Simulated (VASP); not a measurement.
# CdSe (I-4m2) in VASP: a series of runs

CdSe is run at these levels: PBEsol; tasks: single point.

Everything below comes from runs of VASP 6.6.1. Logs are shortened: lines on timing, memory, paths and dates and some standing lists are left out, and cuts for length are marked.

## Step 1: The cell of the first run

Symmetry: I-4m2, No. 119, tetragonal system. Conventional cell: a = 4.387 Å, b = 4.387 Å, c = 5.901 Å, α = 90.00°, β = 90.00°, γ = 90.00°. Cd (site symmetry -4m2) has 4 Se at 2.64 Å within 3.5 Å. Within 3.5 Å of Se (site symmetry -4m2) lie 4 Cd at 2.64 Å.

## Step 2: Single point, PBEsol (in-plane strain +0.02, then relaxed in part)

INCAR

```
ALGO = Normal
EDIFF = 1E-7
ENCUT = 520
GGA = PS
ISIF = 2
ISMEAR = 0
LASPH = True
LCHARG = False
LREAL = False
LWAVE = False
NBANDS = 16
NELM = 80
PREC = Accurate
SIGMA = 0.01
```

KPOINTS

```
k-points
0
Gamma
  6 6 6
```

POSCAR

```
CdSe
1.0
    3.1021407019      3.1021407019      0.0000000000
   -3.1021407019      3.1021407019      0.0000000000
    0.0000000000      3.1021407019      2.9506831525
Cd Se
1 1
Direct
    0.0000000000      0.0000000000      0.0000000000
    0.7500000000      0.2500000000      0.5000000000
```

Potentials or basis: VASP PAW PBE potentials, release 64 (Cd, Se).

Started as:

```console
$ cat potpaw_PBE.64/Cd/POTCAR potpaw_PBE.64/Se/POTCAR > POTCAR
$ mpirun -np 1 vasp_std > vasp.out
```

OUTCAR:

```text
EDIFF = 1E-7
   ENCUT = 520
   GGA = PS
   ISIF = 2
   ISMEAR = 0
   LASPH = True
   LREAL = False
   NELM = 80
   PREC = Accurate

 ion  position               nearest neighbor table
   1  0.000  0.000  0.000-   2 2.64   2 2.64   2 2.64   2 2.64
   2  0.750  0.250  0.500-   1 2.64   1 2.64   1 2.64   1 2.64

  LATTYP: Found a body centered tetragonal cell.
 ALAT       =     4.3870894530
 C/A-ratio  =     1.3451666232

  Lattice vectors:

 A1 = (   3.1021407019,   0.0000000000,  -2.9506831525)
 A2 = (  -3.1021407019,   0.0000000000,  -2.9506831525)
 A3 = (   0.0000000000,   3.1021407019,   2.9506831525)

Analysis of symmetry for initial positions (statically):
=====================================================================
 Subroutine PRICEL returns:
 Original cell was already a primitive cell.

 Routine SETGRP: Setting up the symmetry group for a
 body centered tetragonal supercell.

 Subroutine GETGRP returns: Found  8 space group operations
 (whereof  8 operations were pure point group operations)
 out of a pool of 16 trial point group operations.

The static configuration has the point symmetry D_2d.

Analysis of symmetry for dynamics (positions and initial velocities):
=====================================================================
 Subroutine PRICEL returns:
 Original cell was already a primitive cell.

 Routine SETGRP: Setting up the symmetry group for a
 body centered tetragonal supercell.

 Subroutine GETGRP returns: Found  8 space group operations
 (whereof  8 operations were pure point group operations)
 out of a pool of 16 trial point group operations.

The dynamic configuration has the point symmetry D_2d.

 Subroutine INISYM returns: Found  8 space group operations
 (whereof  8 operations are pure point group operations),
 and found     1 'primitive' translations

----------------------------------------------------------------------------------------

                                     Primitive cell

  volume of cell :      56.7905

  direct lattice vectors                    reciprocal lattice vectors
     3.102140702  3.102140702  0.000000000     0.161179021  0.161179021 -0.169452284
    -3.102140702  3.102140702  0.000000000    -0.161179021  0.161179021 -0.169452284
     0.000000000  3.102140702  2.950683152     0.000000000  0.000000000  0.338904568

[... 75 lines left out ...]
   ISTART =      0    job   : 0-new  1-cont  2-samecut
   ICHARG =      2    charge: 1-file 2-atom 10-const
   ISPIN  =      1    spin polarized calculation?
   LNONCOLLINEAR =      F non collinear calculations
   LSORBIT =      F    spin-orbit coupling
   LASPH  =      T    aspherical Exc in radial PAW
   ENCUT  =  520.0 eV  38.22 Ry    6.18 a.u.   8.16  8.16  7.96*2*pi/ulx,y,z
   NELM   =     80;   NELMIN=  2; NELMDL= -5     # of ELM steps
   EDIFF  = 0.1E-06   stopping-criterion for ELM
   LREAL  =      F    real-space projection
   EDIFFG = 0.1E-05   stopping-criterion for IOM
   NSW    =      0    number of steps for IOM
   IBRION =     -1    ionic relax: 0-MD 1-quasi-New 2-CG
   NFREE  =      0    steps in history (QN), initial steepest desc. (CG)
   ISIF   =      2    stress and relaxation
   ISYM   =      2    0-nonsym 1-usesym 2-fastsym
   POTIM  = 0.5000    time-step for ionic-motion
   TEBEG  =    0.0;   TEEND  =   0.0 temperature during run
   PSTRESS=    0.0 pullay stress
   NELECT =      18.0000    total number of electrons
   NUPDOWN=      -1.0000    fix difference up-down
   EMIN   =  10.00;   EMAX   =-10.00  energy-range for DOS
   EFERMI =   0.00;   METHOD = LEGACY
   ISMEAR =     0;   SIGMA  =   0.01  broadening in eV -4-tet -1-fermi 0-gaus
   EFERMI_NEDOS =   21; number of points for ismear=-14 and -15
   IALGO  =     38    algorithm
   IMIX   =      4    mixing-type and parameters
     AMIX     =   0.40;   BMIX     =  1.00
     AMIX_MAG =   1.60;   BMIX_MAG =  1.00
  volume/ion in A,a.u.               =      28.40       191.62
  Fermi-wavevector in a.u.,A,eV,Ry     =   1.116196  2.109305 16.951412  1.245894
  Thomas-Fermi vector in A             =   2.252808
   LORBIT       =      0    0 simple, 1 ext, 2 COOP (PROOUT), +10 PAW based schemes
   GGA     = PS    functional components
   LHFCALC =     F    Hartree Fock is set to
   AEXX    =    0.0000 exact exchange contribution
   IVDW    =     0    specifies the selected vdW correction
   LEPSILON=     F    determine dielectric tensor
   LRPA    =     F    only Hartree local field effects (RPA)
 non-spin polarized calculation
 Gauss-broadening in eV      SIGMA  =   0.01
  energy-cutoff  :      520.00
  volume of cell :       56.79
 maximum number of plane-waves:      1546
 NGX is ok and might be reduce to    36
   NGX = 17   NGY = 17   NGZ = 15

 number of electron      18.0000001 magnetization

 Free energy of the ion-electron system (eV)
  ---------------------------------------------------
  ext. energy  EPLUGINS =         0.00000000
  ---------------------------------------------------
  free energy    TOTEN  =        -6.16785954 eV

  energy without entropy =       -6.16785954  energy(sigma->0) =       -6.16785954

 E-fermi :   0.9075     XC(G=0):  -9.0568

 val. band max:        0.8324482990   @ k =   0.0000   0.0000   0.0000
 cond. band min:       1.1943576367   @ k =   0.0000   0.0000   0.0000
 fundamental gap:      0.3619093377
 Fermi energy:         0.9075121837

 k-point     1 :       0.0000    0.0000    0.0000
  band No.  band energies     occupation
      1     -11.8250      2.00000
      2      -7.1484      2.00000
      3      -7.1484      2.00000
      4      -7.1282      2.00000
      5      -6.7811      2.00000
      6      -6.7666      2.00000
[... 433 lines left out ...]
      3      -6.9623      2.00000
      4      -6.8103      2.00000
      5      -6.7623      2.00000
      6      -6.3519      2.00000
[... 8 lines left out ...]
     15      12.5337      0.00000
     16      13.8579      0.00000

 [... further k-points ...]
[... 5 lines left out ...]
  --------------------------------------------------------------------------------------
  -------------------------------------------------------------------------------------
  Total       -0.1750741     -0.1750741      0.1106909      0.0000000     -0.0000000      0.0000000
  in kB       -4.9392045     -4.9392045      3.1228191      0.0000000     -0.0000000      0.0000000
  external PRESSURE =      -2.2518633 kB  Pullay stress =       0.0000000 kB

 VOLUME and BASIS-vectors are now :
 -----------------------------------------------------------------------------
  energy-cutoff  :      520.00
  volume of cell :       56.79
      direct lattice vectors                 reciprocal lattice vectors
     3.102140702  3.102140702  0.000000000     0.161179021  0.161179021 -0.169452284
    -3.102140702  3.102140702  0.000000000    -0.161179021  0.161179021 -0.169452284
     0.000000000  3.102140702  2.950683152     0.000000000  0.000000000  0.338904568

 POSITION                                       TOTAL-FORCE (eV/Angst)
 -----------------------------------------------------------------------------------
      0.00000      0.00000      0.00000         0.000000     -0.000000      0.000000
      1.55107      4.65321      1.47534        -0.000000      0.000000      0.000000
 -----------------------------------------------------------------------------------
    total drift:                                0.000002      0.000000      0.000000

  FREE ENERGIE OF THE ION-ELECTRON SYSTEM (eV)
  ---------------------------------------------------
  free  energy   TOTEN  =        -6.1678595390 eV

  energy  without entropy=       -6.1678595390  energy(sigma->0) =       -6.16785954
```

stdout:

```text
POSCAR found type information on POSCAR CdSe
 POSCAR found :  2 types and       2 ions
 scaLAPACK will be used
 -----------------------------------------------------------------------------
|                                                                             |
|                                                                             |
|     You enforced a specific xc type in the INCAR file but a different       |
|     I HOPE YOU KNOW WHAT YOU ARE DOING!                                     |
|                                                                             |
 -----------------------------------------------------------------------------

 LDA part: xc-table for (Slater+PW92), standard interpolation
 POSCAR, INCAR and KPOINTS ok, starting setup
 FFT: planning ... GRIDC
 FFT: planning ... GRID_SOFT
 FFT: planning ... GRID
 WAVECAR not read
 entering main loop
```

Run time: 34 s. Hardware: 1 thread of Intel Xeon Platinum 8259CL at 2.50GHz (Skylake/Cascade Lake), shared host; peak memory 0.2 GiB.

What came out:

| Property | Result |
| --- | --- |
| Free energy | -6.1679 eV |
| Pressure | -0.2 GPa |
| Band gap on the k mesh | 0.36 eV, direct |

Caveat: the cell differs from its parent crystal (in-plane strain +0.02, then relaxed in part); the PAW data sets were made with another functional, which shifts forces and pressure a little.

## Step 3: Single point, PBEsol (in-plane strain +0.02)

INCAR

```
PREC     = Accurate       # precision mode
ENCUT    = 520            # plane-wave cutoff, eV
EDIFF    = 1E-6           # SCF threshold, eV
ISMEAR   = 0              # smearing method
SIGMA    = 0.01           # smearing width, eV
LREAL    = F              # projectors in reciprocal space
LASPH    = T              # aspherical terms in the spheres
NELM     = 60             # most SCF steps
ALGO     = Normal         # electronic algorithm
ISIF     = 2              # what is computed and relaxed
LWAVE    = F              # write WAVECAR
LCHARG   = T              # write CHGCAR
GGA      = PS             # functional
LELF     = T              # ELF
LVHAR    = T            
NBANDS   = 16             # bands
```

KPOINTS

```
Automatic mesh
0
Gamma
  6 6 6
```

POSCAR, as its differences from that of step 2:

```diff
@@ -4,3 +4,3 @@
    -3.1021407019      3.1021407019      0.0000000000
-    0.0000000000      3.1021407019      2.9506831525
+    0.0000000000      3.1021407019      3.0048186406
 Cd Se
```

Potentials or basis: VASP PAW PBE potentials, release 64 (Cd, Se).

Started as:

```console
$ cat potpaw_PBE.64/Cd/POTCAR potpaw_PBE.64/Se/POTCAR > POTCAR
$ mpirun -np 1 vasp_std > vasp.out
```

Run time: 31 s. Hardware: 1 thread of Intel Xeon Platinum 8259CL at 2.50GHz (Skylake/Cascade Lake), shared host; peak memory 0.2 GiB.

It converged, with:

```yaml
Free_energy: -6.1666 eV
Pressure: -1.1 GPa
Band_gap_on_the_k_mesh: 0.36 eV, direct
```

Stress tensor (GPa, compression positive):
```
-1.27  0.00  0.00
 0.00 -1.27  0.00
 0.00  0.00 -0.71
```

Levels at points of the mesh, in eV from the valence-band top:
```csv
k point,band 5,band 6,band 7,band 8,band 9,band 10,band 11,band 12,band 13,band 14
"(0.00, 0.00, 0.00)",-7.54,-7.53,-0.09,-0.09,0.00,0.36,5.79,5.80,5.80,9.42
"(0.50, 0.00, 0.00)",-7.51,-7.26,-4.35,-0.85,-0.71,2.18,6.18,6.41,7.15,9.72
"(0.50, 0.50, 0.00)",-7.48,-7.22,-4.12,-1.82,-1.78,3.02,3.67,8.69,9.73,10.07
"(0.00, 0.00, 0.50)",-7.48,-7.17,-3.95,-1.93,-1.93,2.93,3.41,8.97,9.87,9.87
```

Caveat: the cell differs from its parent crystal (in-plane strain +0.02); the PAW data sets were made with another functional, which shifts forces and pressure a little.
